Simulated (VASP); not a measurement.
# AgCl (Pm-3m) in VASP: notebook

Aim: see how the results for AgCl move with the level of theory and the settings. Levels: LDA, PBE, r2SCAN. Tasks: single point.

Everything below comes from runs of VASP 6.6.1. Logs are shortened: lines on timing, memory, paths and dates and some standing lists are left out, and cuts for length are marked.

### Step 1. The cell of the first run

The structure is cubic, space group Pm-3m (No. 221). The conventional cell has a = 3.396 Å, b = 3.396 Å, c = 3.396 Å, α = 90.00°, β = 90.00°, γ = 90.00°. Within 3.9 Å of Ag (site symmetry m-3m) lie 8 Cl at 2.94 Å and 6 Ag at 3.40 Å. Within 3.9 Å of Cl (site symmetry m-3m) lie 8 Ag at 2.94 Å and 6 Cl at 3.40 Å.

### Step 2. Single point, LDA

The input, INCAR:

```
SYSTEM = AgCl
  ALGO = Normal
  EDIFF = 1E-6
  ENCUT = 520
  ISIF = 2
  ISMEAR = 0
  LASPH = .True.
  LCHARG = .False.
  LREAL = .False.
  LWAVE = .False.
  NBANDS = 16
  NELM = 80
  PREC = Accurate
  SIGMA = 0.01
```

The input, KPOINTS:

```
k-points
0
Gamma
  8 8 8
  0 0 0
```

The input, POSCAR:

```
AgCl
1.0
    3.3955880419      0.0000000000      0.0000000000
    0.0000000000      3.3955880419      0.0000000000
    0.0000000000      0.0000000000      3.3955880419
Ag Cl
1 1
Direct
    0.0000000000      0.0000000000      0.0000000000
    0.5000000000      0.5000000000      0.5000000000
```

Potentials or basis: VASP PAW LDA potentials, release 64 (Ag, Cl).

On the command line:

```sh
$ cat potpaw_LDA.64/Ag/POTCAR potpaw_LDA.64/Cl/POTCAR > POTCAR
$ mpirun -np 1 vasp_std > vasp.out
```

OUTCAR:

```text
SYSTEM = AgCl
   EDIFF = 1E-6
   ENCUT = 520
   ISIF = 2
   ISMEAR = 0
   LASPH = .True.
   LREAL = .False.
   NELM = 80
   PREC = Accurate

 ion  position               nearest neighbor table
   1  0.000  0.000  0.000-   2 2.94   2 2.94   2 2.94   2 2.94   2 2.94   2 2.94   2 2.94   2 2.94

   2  0.500  0.500  0.500-   1 2.94   1 2.94   1 2.94   1 2.94   1 2.94   1 2.94   1 2.94   1 2.94

  LATTYP: Found a simple cubic cell.
 ALAT       =     3.3955880419

  Lattice vectors:

 A1 = (   3.3955880419,   0.0000000000,   0.0000000000)
 A2 = (   0.0000000000,   3.3955880419,   0.0000000000)
 A3 = (   0.0000000000,   0.0000000000,   3.3955880419)

Analysis of symmetry for initial positions (statically):
=====================================================================
 Subroutine PRICEL returns:
 Original cell was already a primitive cell.

 Routine SETGRP: Setting up the symmetry group for a
 simple cubic supercell.

 Subroutine GETGRP returns: Found 48 space group operations
 (whereof 48 operations were pure point group operations)
 out of a pool of 48 trial point group operations.

The static configuration has the point symmetry O_h .

Analysis of symmetry for dynamics (positions and initial velocities):
=====================================================================
 Subroutine PRICEL returns:
 Original cell was already a primitive cell.

 Routine SETGRP: Setting up the symmetry group for a
 simple cubic supercell.

 Subroutine GETGRP returns: Found 48 space group operations
 (whereof 48 operations were pure point group operations)
 out of a pool of 48 trial point group operations.

The dynamic configuration has the point symmetry O_h .

 Subroutine INISYM returns: Found 48 space group operations
 (whereof 48 operations are pure point group operations),
 and found     1 'primitive' translations

----------------------------------------------------------------------------------------

                                     Primitive cell

  volume of cell :      39.1512

  direct lattice vectors                    reciprocal lattice vectors
     3.395588042  0.000000000  0.000000000     0.294499800  0.000000000  0.000000000
     0.000000000  3.395588042  0.000000000     0.000000000  0.294499800  0.000000000
     0.000000000  0.000000000  3.395588042     0.000000000  0.000000000  0.294499800

  length of vectors
     3.395588042  3.395588042  3.395588042     0.294499800  0.294499800  0.294499800

  position of ions in fractional coordinates (direct lattice)
     0.000000000  0.000000000  0.000000000
     0.500000000  0.500000000  0.500000000

[... 74 lines left out ...]
   ENCUT  =  520.0 eV  38.22 Ry    6.18 a.u.   6.31  6.31  6.31*2*pi/ulx,y,z
   NELM   =     80;   NELMIN=  2; NELMDL= -5     # of ELM steps
   EDIFF  = 0.1E-05   stopping-criterion for ELM
   LREAL  =      F    real-space projection
   EDIFFG = 0.1E-04   stopping-criterion for IOM
   NSW    =      0    number of steps for IOM
   IBRION =     -1    ionic relax: 0-MD 1-quasi-New 2-CG
   NFREE  =      0    steps in history (QN), initial steepest desc. (CG)
   ISIF   =      2    stress and relaxation
   ISYM   =      2    0-nonsym 1-usesym 2-fastsym
   POTIM  = 0.5000    time-step for ionic-motion
   TEBEG  =    0.0;   TEEND  =   0.0 temperature during run
   PSTRESS=    0.0 pullay stress
   NELECT =      18.0000    total number of electrons
   NUPDOWN=      -1.0000    fix difference up-down
   EMIN   =  10.00;   EMAX   =-10.00  energy-range for DOS
   EFERMI =   0.00;   METHOD = LEGACY
   ISMEAR =     0;   SIGMA  =   0.01  broadening in eV -4-tet -1-fermi 0-gaus
   EFERMI_NEDOS =   21; number of points for ismear=-14 and -15
   IALGO  =     38    algorithm
   IMIX   =      4    mixing-type and parameters
     AMIX     =   0.40;   BMIX     =  1.00
     AMIX_MAG =   1.60;   BMIX_MAG =  1.00
  volume/ion in A,a.u.               =      19.58       132.10
  Fermi-wavevector in a.u.,A,eV,Ry     =   1.263525  2.387717 21.721655  1.596497
  Thomas-Fermi vector in A             =   2.396878
   LORBIT       =      0    0 simple, 1 ext, 2 COOP (PROOUT), +10 PAW based schemes
   GGA     = CA    functional components
   LHFCALC =     F    Hartree Fock is set to
   AEXX    =    0.0000 exact exchange contribution
   IVDW    =     0    specifies the selected vdW correction
   LEPSILON=     F    determine dielectric tensor
   LRPA    =     F    only Hartree local field effects (RPA)
 non-spin polarized calculation
 Gauss-broadening in eV      SIGMA  =   0.01
  energy-cutoff  :      520.00
  volume of cell :       39.15
 maximum number of plane-waves:      1074
 NGX is ok and might be reduce to    28
   NGX = 13   NGY = 13   NGZ = 13

 number of electron      18.0000002 magnetization

 Free energy of the ion-electron system (eV)
  ---------------------------------------------------
  ext. energy  EPLUGINS =         0.00000000
  ---------------------------------------------------
  free energy    TOTEN  =        -6.45614350 eV

  energy without entropy =       -6.45614350  energy(sigma->0) =       -6.45614350

 E-fermi :   4.1495     XC(G=0): -11.0038

 val. band max:        4.1079785016   @ k =   0.5000   0.0000   0.0000
 cond. band min:       4.4268754091   @ k =   0.0000   0.0000   0.0000
 fundamental gap:      0.3188969075
 Fermi energy:         4.1495009853

 k-point     1 :       0.0000    0.0000    0.0000
  band No.  band energies     occupation
      1     -10.5965      2.00000
      2       1.1430      2.00000
      3       1.1430      2.00000
      4       2.1767      2.00000
      5       2.1767      2.00000
      6       2.1767      2.00000
[... 433 lines left out ...]
      3       0.2220      2.00000
      4       1.5278      2.00000
      5       1.5813      2.00000
      6       1.9867      2.00000
[... 8 lines left out ...]
     15      18.3628      0.00000
     16      19.3875      0.00000

 [... further k-points ...]
[... 5 lines left out ...]
  --------------------------------------------------------------------------------------
  -------------------------------------------------------------------------------------
  Total       -1.5419467     -1.5419467     -1.5419467      0.0000000      0.0000000      0.0000000
  in kB      -63.1008127    -63.1008127    -63.1008127      0.0000000      0.0000000      0.0000000
  external PRESSURE =     -63.1008127 kB  Pullay stress =       0.0000000 kB

 VOLUME and BASIS-vectors are now :
 -----------------------------------------------------------------------------
  energy-cutoff  :      520.00
  volume of cell :       39.15
      direct lattice vectors                 reciprocal lattice vectors
     3.395588042  0.000000000  0.000000000     0.294499800  0.000000000  0.000000000
     0.000000000  3.395588042  0.000000000     0.000000000  0.294499800  0.000000000
     0.000000000  0.000000000  3.395588042     0.000000000  0.000000000  0.294499800

 POSITION                                       TOTAL-FORCE (eV/Angst)
 -----------------------------------------------------------------------------------
      0.00000      0.00000      0.00000         0.000000      0.000000      0.000000
      1.69779      1.69779      1.69779         0.000000      0.000000      0.000000
 -----------------------------------------------------------------------------------
    total drift:                               -0.000000      0.000000      0.000000

  FREE ENERGIE OF THE ION-ELECTRON SYSTEM (eV)
  ---------------------------------------------------
  free  energy   TOTEN  =        -6.4561434953 eV

  energy  without entropy=       -6.4561434953  energy(sigma->0) =       -6.45614350
```

stdout:

```text
POSCAR found type information on POSCAR AgCl
 POSCAR found :  2 types and       2 ions
 scaLAPACK will be used
 LDA part: xc-table for (Slater(with rela. corr.)+CA(PZ))
 , standard interpolation
 POSCAR, INCAR and KPOINTS ok, starting setup
 FFT: planning ... GRIDC
 FFT: planning ... GRID_SOFT
 FFT: planning ... GRID
 WAVECAR not read
 entering main loop
```

It took 6.8 s on 1 thread of Intel Xeon 6975P-C (Granite Rapids), shared host; peak memory 0.15 GiB.

What came out:

* Free energy: -6.4561 eV
* Pressure: -6.3 GPa
* Band gap on the k mesh: 0.32 eV, indirect (least direct gap 1.94 eV)

Levels at points of the mesh, in eV from the valence-band top:
```tsv
k point	band 5	band 6	band 7	band 8	band 9	band 10	band 11	band 12	band 13	band 14
(0.00, 0.00, 0.00)	-1.93	-1.93	-1.62	-1.62	-1.62	0.32	9.25	9.25	13.59	13.59
(0.50, 0.00, 0.00)	-2.80	-1.88	-1.53	0.00	0.00	4.65	5.47	9.13	9.80	9.80
(0.50, 0.50, 0.00)	-2.26	-2.25	-2.25	-1.60	-0.94	2.53	8.81	8.81	10.50	13.71
(0.50, 0.50, 0.50)	-1.58	-1.58	-0.19	-0.19	-0.19	4.42	4.42	4.42	6.60	17.50
```

A k mesh can miss the band edges.

### Step 3. Single point, PBE

The input, INCAR:

```
SYSTEM = AgCl
PREC = Accurate
ENCUT = 520
EDIFF = 1E-6
ISMEAR = 0
SIGMA = 0.01
LREAL = .False.
LASPH = .True.
NELM = 100
ALGO = Normal
ISIF = 2
LWAVE = .False.
LCHARG = .False.
GGA = PE
NBANDS = 16
```

The input, KPOINTS:

```
regular mesh
0
Gamma
  10 10 10
  0 0 0
```

POSCAR is that of step 2.

Potentials or basis: VASP PAW PBE potentials, release 64 (Ag, Cl).

On the command line:

```sh
$ cat potpaw_PBE.64/Ag/POTCAR potpaw_PBE.64/Cl/POTCAR > POTCAR
$ mpirun -np 1 vasp_std > vasp.out
```

It took 12 s on 1 thread of Intel Xeon 6975P-C (Granite Rapids), shared host; peak memory 0.17 GiB.

It converged, with:

```yaml
Free_energy: -5.1168 eV
Pressure: 1.5 GPa
Band_gap_on_the_k_mesh: 0.58 eV, indirect (least direct gap 2.20 eV)
```

Levels at points of the mesh, in eV from the valence-band top:
| k point | band 7 | band 8 | band 9 | band 10 | band 11 | band 12 |
| --- | --- | --- | --- | --- | --- | --- |
| (0.00, 0.00, 0.00) | -1.61 | -1.61 | -1.61 | 0.59 | 9.40 | 9.40 |
| (0.50, 0.00, 0.00) | -1.47 | 0.00 | 0.00 | 4.92 | 5.67 | 9.30 |
| (0.50, 0.50, 0.00) | -2.16 | -1.53 | -0.95 | 2.79 | 9.07 | 9.07 |
| (0.50, 0.50, 0.50) | -0.17 | -0.17 | -0.17 | 4.69 | 4.69 | 4.69 |

A k mesh can miss the band edges.

### Step 4. Single point, r2SCAN

POSCAR is that of step 3.

The input, INCAR.step1:

```
PREC = Accurate
ENCUT = 520
ISMEAR = 0
SIGMA = 0.01
LREAL = False
LASPH = True
NELM = 80
NBANDS = 16
GGA = PE
ALGO = Normal
EDIFF = 1E-4
LWAVE = True
LCHARG = False
```

The input, INCAR.step2:

```
PREC = Accurate
ENCUT = 520
EDIFF = 1E-6
ISMEAR = 0
SIGMA = 0.01
LREAL = False
LASPH = True
NELM = 80
ALGO = Normal
ISIF = 2
LWAVE = False
LCHARG = False
METAGGA = R2SCAN
LMIXTAU = True
NBANDS = 16
ISTART = 1
```

The input, KPOINTS:

```
regular mesh
0
Gamma
  8 8 8
```

On the command line:

```sh
$ cat potpaw_PBE.64/Ag/POTCAR potpaw_PBE.64/Cl/POTCAR > POTCAR
$ cp INCAR.step1 INCAR
$ mpirun -np 1 vasp_std > vasp.out
$ cp INCAR.step2 INCAR
$ mpirun -np 1 vasp_std > vasp.out
```

Run time: 36 s. Hardware: 1 thread of Intel Xeon 6975P-C (Granite Rapids), shared host; peak memory 0.17 GiB.

It converged, with:

* Free energy: -28.4002 eV
* Pressure: -0.1 GPa
* Band gap on the k mesh: 1.19 eV, indirect (least direct gap 2.86 eV)

Levels at points of the mesh, in eV from the valence-band top:
| k point | band 6 | band 7 | band 8 | band 9 | band 10 | band 11 | band 12 | band 13 |
| --- | --- | --- | --- | --- | --- | --- | --- | --- |
| (0.00, 0.00, 0.00) | -1.84 | -1.67 | -1.67 | -1.67 | 1.19 | 9.97 | 9.97 | 14.90 |
| (0.50, 0.00, 0.00) | -1.79 | -1.47 | 0.00 | 0.00 | 5.64 | 6.27 | 9.92 | 10.70 |
| (0.50, 0.50, 0.00) | -2.14 | -2.13 | -1.53 | -1.01 | 3.28 | 9.85 | 9.85 | 11.33 |
| (0.50, 0.50, 0.50) | -1.51 | -0.17 | -0.17 | -0.17 | 5.27 | 5.27 | 5.27 | 7.61 |

Caveat: the PAW data sets were made with another functional, which shifts forces and pressure a little. r2SCAN opens gaps a little over a GGA but as a rule still falls short of measured ones.

### Step 5. Summary

| level | potentials or basis | k mesh | gap on the mesh (eV) | pressure (GPa) |
| --- | --- | --- | --- | --- |
| LDA | VASP PAW LDA potentials, release 64 (Ag, Cl) | 8 × 8 × 8 | 0.32 | -6.3 |
| PBE | VASP PAW PBE potentials, release 64 (Ag, Cl) | 10 × 10 × 10 | 0.58 | 1.5 |
| r2SCAN | VASP PAW PBE potentials, release 64 (Ag, Cl) | 8 × 8 × 8 | 1.19 | -0.1 |

Alike in all rows: task single point; no spin polarisation; cell as given; cutoff (eV) 520; smearing gaussian 0.01 eV.

Caveats: the PAW data sets were made with another functional, which shifts forces and pressure a little (some runs).

Total energies depend on the potentials used, so only differences within one code and one set of settings carry meaning.
